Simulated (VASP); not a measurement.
# GaN (F-43m) in VASP: a series of runs

GaN is run at these levels: r2SCAN; tasks: single point.

All numbers are computed with VASP 6.6.1; they aren't measurements. Logs are shortened: lines on timing, memory, paths and dates and some standing lists are left out, and cuts for length are marked.

## Step 1: The cell of the first run

Symmetry: F-43m, No. 216, cubic system. The conventional cell has a = 4.507 Å, b = 4.507 Å, c = 4.507 Å, α = 90.00°, β = 90.00°, γ = 90.00°. Ga (site symmetry -43m) has 4 N at 1.95 Å within 2.6 Å. Within 2.6 Å of N (site symmetry -43m) lie 4 Ga at 1.95 Å.

## Step 2: Single point, r2SCAN

Input file POSCAR:

```
GaN
1.0
    0.0000000000      2.2535010000      2.2535010000
    2.2535010000      0.0000000000      2.2535010000
    2.2535010000      2.2535010000      0.0000000000
Ga N
1 1
Direct
    0.0000000000      0.0000000000      0.0000000000
    0.7500000000      0.7500000000      0.7500000000
```

Input file INCAR.step1:

```
SYSTEM = GaN
PREC = Accurate
ENCUT = 1460
ISMEAR = 0
SIGMA = 0.01
LREAL = .FALSE.
LASPH = .TRUE.
NELM = 120
NBANDS = 16
GGA = PE
ALGO = Normal
EDIFF = 1E-5
LWAVE = .TRUE.
LCHARG = .FALSE.
GGA_COMPAT = .FALSE.
```

Input file INCAR.step2:

```
SYSTEM = GaN
PREC = Accurate
ENCUT = 1460
EDIFF = 1E-6
ISMEAR = 0
SIGMA = 0.01
LREAL = .FALSE.
LASPH = .TRUE.
NELM = 120
ALGO = Normal
ISIF = 2
LWAVE = .FALSE.
LCHARG = .FALSE.
METAGGA = R2SCAN
LMIXTAU = .TRUE.
NBANDS = 16
ISTART = 1
GGA_COMPAT = .FALSE.
```

Input file KPOINTS:

```
regular mesh
0
G
  8 8 8
  0 0 0
```

Potentials or basis: VASP PAW PBE potentials, release 64 (Ga_d, N_h).

The run is started by

```
$ cat potpaw_PBE.64/Ga_d/POTCAR potpaw_PBE.64/N_h/POTCAR > POTCAR
$ cp INCAR.step1 INCAR
$ mpirun -np 1 vasp_std > vasp.out
$ cp INCAR.step2 INCAR
$ mpirun -np 1 vasp_std > vasp.out
```

OUTCAR:

```text
SYSTEM = GaN
   PREC = Accurate
   ENCUT = 1460
   EDIFF = 1E-6
   ISMEAR = 0
   LREAL = .FALSE.
   LASPH = .TRUE.
   NELM = 120
   ISIF = 2
   METAGGA = R2SCAN
   ISTART = 1

 ion  position               nearest neighbor table
   1  0.000  0.000  0.000-   2 1.95   2 1.95   2 1.95   2 1.95
   2  0.750  0.750  0.750-   1 1.95   1 1.95   1 1.95   1 1.95

  LATTYP: Found a face centered cubic cell.
 ALAT       =     4.5070020000

  Lattice vectors:

 A1 = (   0.0000000000,   2.2535010000,   2.2535010000)
 A2 = (   2.2535010000,   0.0000000000,   2.2535010000)
 A3 = (   2.2535010000,   2.2535010000,   0.0000000000)

Analysis of symmetry for initial positions (statically):
=====================================================================
 Subroutine PRICEL returns:
 Original cell was already a primitive cell.

 Routine SETGRP: Setting up the symmetry group for a
 face centered cubic supercell.

 Subroutine GETGRP returns: Found 24 space group operations
 (whereof 24 operations were pure point group operations)
 out of a pool of 48 trial point group operations.

The static configuration has the point symmetry T_d .

Analysis of symmetry for dynamics (positions and initial velocities):
=====================================================================
 Subroutine PRICEL returns:
 Original cell was already a primitive cell.

 Routine SETGRP: Setting up the symmetry group for a
 face centered cubic supercell.

 Subroutine GETGRP returns: Found 24 space group operations
 (whereof 24 operations were pure point group operations)
 out of a pool of 48 trial point group operations.

The dynamic configuration has the point symmetry T_d .

 Subroutine INISYM returns: Found 24 space group operations
 (whereof 24 operations are pure point group operations),
 and found     1 'primitive' translations

----------------------------------------------------------------------------------------

                                     Primitive cell

  volume of cell :      22.8878

  direct lattice vectors                    reciprocal lattice vectors
     0.000000000  2.253501000  2.253501000    -0.221876982  0.221876982  0.221876982
     2.253501000  0.000000000  2.253501000     0.221876982 -0.221876982  0.221876982
     2.253501000  2.253501000  0.000000000     0.221876982  0.221876982 -0.221876982

  length of vectors
[... 74 lines left out ...]
   ISTART =      1    job   : 0-new  1-cont  2-samecut
   ICHARG =      0    charge: 1-file 2-atom 10-const
   ISPIN  =      1    spin polarized calculation?
   LNONCOLLINEAR =      F non collinear calculations
   LSORBIT =      F    spin-orbit coupling
   LASPH  =      T    aspherical Exc in radial PAW
   ENCUT  = 1460.0 eV 107.31 Ry   10.36 a.u.   9.93  9.93  9.93*2*pi/ulx,y,z
   NELM   =    120;   NELMIN=  2; NELMDL=  0     # of ELM steps
   EDIFF  = 0.1E-05   stopping-criterion for ELM
   LREAL  =      F    real-space projection
[... 7 lines left out ...]
   TEBEG  =    0.0;   TEEND  =   0.0 temperature during run
   PSTRESS=    0.0 pullay stress
   NELECT =      18.0000    total number of electrons
   NUPDOWN=      -1.0000    fix difference up-down
   EMIN   =  10.00;   EMAX   =-10.00  energy-range for DOS
   EFERMI =   0.00;   METHOD = LEGACY
   ISMEAR =     0;   SIGMA  =   0.01  broadening in eV -4-tet -1-fermi 0-gaus
   EFERMI_NEDOS =   21; number of points for ismear=-14 and -15
   IALGO  =     38    algorithm
   IMIX   =      4    mixing-type and parameters
     AMIX     =   0.40;   BMIX     =  1.00
     AMIX_MAG =   1.60;   BMIX_MAG =  1.00
  volume/ion in A,a.u.               =      11.44        77.23
  Fermi-wavevector in a.u.,A,eV,Ry     =   1.511116  2.855596 31.068532  2.283473
  Thomas-Fermi vector in A             =   2.621216
   LORBIT       =      0    0 simple, 1 ext, 2 COOP (PROOUT), +10 PAW based schemes
   METAGGA = R2SCAN    functional components
   LHFCALC =     F    Hartree Fock is set to
   AEXX    =    0.0000 exact exchange contribution
   IVDW    =     0    specifies the selected vdW correction
   LEPSILON=     F    determine dielectric tensor
   LRPA    =     F    only Hartree local field effects (RPA)
 non-spin polarized calculation
 Gauss-broadening in eV      SIGMA  =   0.01
  energy-cutoff  :     1460.00
  volume of cell :       22.89
 maximum number of plane-waves:      2922
   NGX = 19   NGY = 19   NGZ = 19

 number of electron      17.9999999 magnetization

 Free energy of the ion-electron system (eV)
  ---------------------------------------------------
  ext. energy  EPLUGINS =         0.00000000
  ---------------------------------------------------
  free energy    TOTEN  =       -21.90030198 eV

  energy without entropy =      -21.90030198  energy(sigma->0) =      -21.90030198

 E-fermi :   5.4855     XC(G=0): -12.6258

 val. band max:        5.3113029978   @ k =   0.0000   0.0000   0.0000
 cond. band min:       7.4299907149   @ k =   0.0000   0.0000   0.0000
 fundamental gap:      2.1186877171
 Fermi energy:         5.4855400632

 k-point     1 :       0.0000    0.0000    0.0000
  band No.  band energies     occupation
      1     -11.4197      2.00000
      2      -8.5194      2.00000
      3      -8.5194      2.00000
      4      -8.5194      2.00000
      5      -8.1684      2.00000
      6      -8.1684      2.00000
[... 433 lines left out ...]
      3      -8.3413      2.00000
      4      -8.1906      2.00000
      5      -8.1369      2.00000
      6      -6.7522      2.00000
[... 8 lines left out ...]
     15      25.0275      0.00000
     16      27.3822      0.00000

 [... further k-points ...]

------------------------ aborting loop because EDIFF is reached ----------------------------------------

  FORCE on cell =-STRESS in cart. coord.  units (eV):
  Direction    XX          YY          ZZ          XY          YZ          ZX
  --------------------------------------------------------------------------------------
  -------------------------------------------------------------------------------------
  Total       -0.0116531     -0.0116531     -0.0116531     -0.0000000      0.0000000     -0.0000000
  in kB       -0.8157378     -0.8157378     -0.8157378     -0.0000000      0.0000000     -0.0000000
  external PRESSURE =      -0.8157378 kB  Pullay stress =       0.0000000 kB

 VOLUME and BASIS-vectors are now :
 -----------------------------------------------------------------------------
  energy-cutoff  :     1460.00
  volume of cell :       22.89
      direct lattice vectors                 reciprocal lattice vectors
     0.000000000  2.253501000  2.253501000    -0.221876982  0.221876982  0.221876982
     2.253501000  0.000000000  2.253501000     0.221876982 -0.221876982  0.221876982
     2.253501000  2.253501000  0.000000000     0.221876982  0.221876982 -0.221876982

 POSITION                                       TOTAL-FORCE (eV/Angst)
 -----------------------------------------------------------------------------------
      0.00000      0.00000      0.00000         0.000000     -0.000000      0.000000
      3.38025      3.38025      3.38025        -0.000000      0.000000     -0.000000
 -----------------------------------------------------------------------------------
    total drift:                                0.000000      0.000000      0.000000

  FREE ENERGIE OF THE ION-ELECTRON SYSTEM (eV)
  ---------------------------------------------------
  free  energy   TOTEN  =       -21.9003019752 eV

  energy  without entropy=      -21.9003019752  energy(sigma->0) =      -21.90030198
```

Run time: 93 s. Hardware: 1 thread of Intel Xeon Platinum 8488C (Sapphire Rapids), shared host; peak memory 0.29 GiB.

Results:

```
Free energy            : -21.9003 eV
Pressure               : -0.1 GPa
Band gap on the k mesh : 2.12 eV
```

Caveat: the PAW data sets were made with another functional, which shifts forces and pressure a little.

## Step 3: Single point, r2SCAN

This run uses another cell than the first one, of 10.53 Å³/atom.

Input file POSCAR:

```
GaN
1.0
    0.0000000000      2.1917298925      2.1917298925
    2.1917298925      0.0000000000      2.1917298925
    2.1917298925      2.1917298925      0.0000000000
Ga N
1 1
Direct
    0.0000000000      0.0000000000      0.0000000000
    0.7500000000      0.7500000000      0.7500000000
```

Input file INCAR.step1:

```
SYSTEM = GaN
PREC     = Accurate       ! precision mode
ENCUT    = 1460           ! plane-wave cutoff, eV
ISMEAR   = 0              ! smearing method
SIGMA    = 0.01           ! smearing width, eV
LREAL    = .False.        ! projectors in reciprocal space
LASPH    = .True.         ! aspherical terms in the spheres
NELM     = 120            ! most SCF steps
NBANDS   = 16             ! bands
GGA      = PE             ! functional
ALGO     = Normal         ! electronic algorithm
EDIFF    = 1E-5           ! SCF threshold, eV
LWAVE    = .True.         ! write WAVECAR
LCHARG   = .False.        ! write CHGCAR
GGA_COMPAT= .False.
```

Input file INCAR.step2:

```
SYSTEM = GaN
PREC     = Accurate       ! precision mode
ENCUT    = 1460           ! plane-wave cutoff, eV
EDIFF    = 1E-6           ! SCF threshold, eV
ISMEAR   = 0              ! smearing method
SIGMA    = 0.01           ! smearing width, eV
LREAL    = .False.        ! projectors in reciprocal space
LASPH    = .True.         ! aspherical terms in the spheres
NELM     = 120            ! most SCF steps
ALGO     = Normal         ! electronic algorithm
ISIF     = 2              ! what is computed and relaxed
LWAVE    = .False.        ! write WAVECAR
LCHARG   = .False.        ! write CHGCAR
METAGGA  = R2SCAN         ! meta-GGA
LMIXTAU  = .True.       
NBANDS   = 16             ! bands
ISTART   = 1            
GGA_COMPAT= .False.
```

Input file KPOINTS:

```
Automatic mesh
0
Gamma
  8 8 8
  0 0 0
```

Potentials or basis: VASP PAW PBE potentials, release 64 (Ga_d, N_h).

The run is started by

```
$ cat potpaw_PBE.64/Ga_d/POTCAR potpaw_PBE.64/N_h/POTCAR > POTCAR
$ cp INCAR.step1 INCAR
$ mpirun -np 1 vasp_std > vasp.out
$ cp INCAR.step2 INCAR
$ mpirun -np 1 vasp_std > vasp.out
```

OUTCAR:

```text
SYSTEM = GaN
   PREC = Accurate
   ENCUT = 1460
   EDIFF = 1E-6
   ISMEAR = 0
   LREAL = .False.
   LASPH = .True.
   NELM = 120
   ISIF = 2
   METAGGA = R2SCAN
   ISTART = 1

 ion  position               nearest neighbor table
   1  0.000  0.000  0.000-   2 1.90   2 1.90   2 1.90   2 1.90
   2  0.750  0.750  0.750-   1 1.90   1 1.90   1 1.90   1 1.90

  LATTYP: Found a face centered cubic cell.
 ALAT       =     4.3834597850

  Lattice vectors:

 A1 = (   0.0000000000,   2.1917298925,   2.1917298925)
 A2 = (   2.1917298925,   0.0000000000,   2.1917298925)
 A3 = (   2.1917298925,   2.1917298925,   0.0000000000)

Analysis of symmetry for initial positions (statically):
=====================================================================
 Subroutine PRICEL returns:
 Original cell was already a primitive cell.

 Routine SETGRP: Setting up the symmetry group for a
 face centered cubic supercell.

 Subroutine GETGRP returns: Found 24 space group operations
 (whereof 24 operations were pure point group operations)
 out of a pool of 48 trial point group operations.

The static configuration has the point symmetry T_d .
[... 160 lines left out ...]

 E-fermi :   6.3372     XC(G=0): -13.1263

 val. band max:        6.2866647850   @ k =   0.0000   0.0000   0.0000
 cond. band min:       8.9597618222   @ k =   0.0000   0.0000   0.0000
 fundamental gap:      2.6730970372
 Fermi energy:         6.3372322189

 k-point     1 :       0.0000    0.0000    0.0000
  band No.  band energies     occupation
      1     -11.2034      2.00000
      2      -7.6394      2.00000
      3      -7.6394      2.00000
      4      -7.6394      2.00000
      5      -7.1883      2.00000
      6      -7.1883      2.00000
[... 433 lines left out ...]
      3      -7.4148      2.00000
      4      -7.2214      2.00000
      5      -7.1497      2.00000
      6      -5.7177      2.00000
[... 8 lines left out ...]
     15      26.8614      0.00000
     16      29.4594      0.00000

 [... further k-points ...]

------------------------ aborting loop because EDIFF is reached ----------------------------------------

  FORCE on cell =-STRESS in cart. coord.  units (eV):
  Direction    XX          YY          ZZ          XY          YZ          ZX
  --------------------------------------------------------------------------------------
  -------------------------------------------------------------------------------------
  Total        2.5141627      2.5141627      2.5141627      0.0000000      0.0000000      0.0000000
  in kB      191.2990765    191.2990765    191.2990765      0.0000000      0.0000000      0.0000000
  external PRESSURE =     191.2990765 kB  Pullay stress =       0.0000000 kB

 VOLUME and BASIS-vectors are now :
 -----------------------------------------------------------------------------
  energy-cutoff  :     1460.00
  volume of cell :       21.06
      direct lattice vectors                 reciprocal lattice vectors
     0.000000000  2.191729893  2.191729893    -0.228130301  0.228130301  0.228130301
     2.191729893  0.000000000  2.191729893     0.228130301 -0.228130301  0.228130301
     2.191729893  2.191729893  0.000000000     0.228130301  0.228130301 -0.228130301

 POSITION                                       TOTAL-FORCE (eV/Angst)
 -----------------------------------------------------------------------------------
      0.00000      0.00000      0.00000        -0.000000     -0.000000     -0.000000
      3.28759      3.28759      3.28759         0.000000      0.000000      0.000000
 -----------------------------------------------------------------------------------
    total drift:                                0.000000      0.000000      0.000000

  FREE ENERGIE OF THE ION-ELECTRON SYSTEM (eV)
  ---------------------------------------------------
  free  energy   TOTEN  =       -21.7980932412 eV

  energy  without entropy=      -21.7980932412  energy(sigma->0) =      -21.79809324
```

OSZICAR.step1:

```text
N       E                     dE             d eps       ncg     rms          rms(c)
DAV:   1     0.137578337167E+03    0.13758E+03   -0.15968E+04  1024   0.377E+03
DAV:   2     0.175642075809E+00   -0.13740E+03   -0.12564E+03  1048   0.528E+02
DAV:   3    -0.138531277704E+02   -0.14029E+02   -0.13660E+02  1040   0.110E+02
DAV:   4    -0.141283210213E+02   -0.27519E+00   -0.27497E+00  1184   0.156E+01
DAV:   5    -0.141314160739E+02   -0.30951E-02   -0.30950E-02  1112   0.158E+00    0.799E+00
DAV:   6    -0.119916945627E+02    0.21397E+01   -0.49058E+00  1384   0.425E+01    0.200E+00
DAV:   7    -0.119978857150E+02   -0.61912E-02   -0.30664E-01   976   0.587E+00    0.134E+00
DAV:   8    -0.119934288906E+02    0.44568E-02   -0.40018E-02  1168   0.324E+00    0.305E-01
DAV:   9    -0.119915534317E+02    0.18755E-02   -0.81648E-03  1352   0.249E+00    0.788E-02
DAV:  10    -0.119916973964E+02   -0.14396E-03   -0.80191E-04  1216   0.479E-01    0.354E-02
DAV:  11    -0.119916767361E+02    0.20660E-04   -0.14457E-04  1432   0.195E-01    0.753E-03
DAV:  12    -0.119916779486E+02   -0.12125E-05   -0.14080E-05   896   0.555E-02
   1 F= -.11991678E+02 E0= -.11991678E+02  d E =-.171665E-19
```

It took 95 s on 1 thread of Intel Xeon 6975P-C (Granite Rapids), shared host; peak memory 0.29 GiB.

Results:

```yaml
Free_energy: -21.7981 eV
Pressure: 19.1 GPa
Band_gap_on_the_k_mesh: 2.67 eV
```

Levels at points of the mesh, in eV from the valence-band top:
| k point | band 5 | band 6 | band 7 | band 8 | band 9 | band 10 | band 11 | band 12 | band 13 | band 14 |
| --- | --- | --- | --- | --- | --- | --- | --- | --- | --- | --- |
| (0.00, 0.00, 0.00) | -13.47 | -13.47 | 0.00 | 0.00 | 0.00 | 2.67 | 11.56 | 11.56 | 11.56 | 19.73 |
| (0.50, 0.00, 0.00) | -13.42 | -12.32 | -7.74 | -1.11 | -1.11 | 5.76 | 9.88 | 11.45 | 11.45 | 17.29 |
| (0.50, 0.50, 0.00) | -13.38 | -11.96 | -6.58 | -3.10 | -3.10 | 3.80 | 7.75 | 13.25 | 15.89 | 15.89 |

Caveat: the cell stands under pressure; the PAW data sets were made with another functional, which shifts forces and pressure a little.
